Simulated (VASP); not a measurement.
PbS: relaxation of shape and atoms at fixed volume with r2SCAN

The system is PbS.

```
Pb S
1.0
     4.06922    0.00000    0.00000
    -2.03461    3.52404    0.00000
     0.00000    0.00000    3.78770
Pb S
1 1
Direct
  0.00000 0.00000 0.00000
  0.66667 0.33333 0.50000
```

```json
{
  "Program": "VASP 6.6.1",
  "Task": "relaxation of shape and atoms at fixed volume",
  "Functional": "r2SCAN",
  "Potentials or basis": "VASP PAW PBE potentials, release 64 (Pb_d, S)",
  "Cutoff": "600 eV",
  "k mesh": "10 × 10 × 10",
  "Occupations": "gaussian, width 0.05 eV",
  "Spin": "no spin polarisation",
  "Dipole correction": "no",
  "Further INCAR settings": "ALGO = Normal; EDIFF = 1e-06; IBRION = 2; EDIFFG = -0.01; NSW = 60; ISIF = 4"
}
```

The pressure after relaxing is -0.6 GPa. The band gap on the k mesh is zero (band 10 reaches 5.22 eV, above the bottom of band 11 at 5.04 eV).

Final structure:
```
CELL_PARAMETERS angstrom
4.06922 0.00000 0.00000
-2.03461 3.52404 0.00000
0.00000 0.00000 3.78770
ATOMIC_POSITIONS crystal
Pb 0.00000 0.00000 0.00000
S 0.66667 0.33333 0.50000
```

Levels at points of the mesh, in eV from the Fermi level:
```tsv
k point	band 6	band 7	band 8	band 9	band 10	band 11	band 12	band 13	band 14
(0.00, 0.00, 0.00)	-13.79	-6.52	-2.34	-1.78	-1.78	3.78	3.78	5.71	6.99
(0.50, 0.00, 0.00)	-12.66	-8.70	-2.83	-1.78	-1.31	2.15	4.21	5.69	5.82
(0.00, 0.00, 0.50)	-12.66	-9.27	-1.19	-1.19	0.08	1.31	4.20	4.20	8.74
(0.50, 0.00, 0.50)	-11.98	-7.57	-4.24	-4.18	-1.53	2.37	3.02	3.15	8.89
```

It took 2.3 min on 1 thread of Intel(R) Xeon(R) 6975P-C (Granite Rapids), on a shared host, peak memory 0.25 GiB.

Caveat: the relaxation stopped at its first step, so nothing moved; the PAW data sets were made with another functional, which shifts forces and pressure a little; spin-orbit coupling is left out, which moves the levels of the heavy elements.
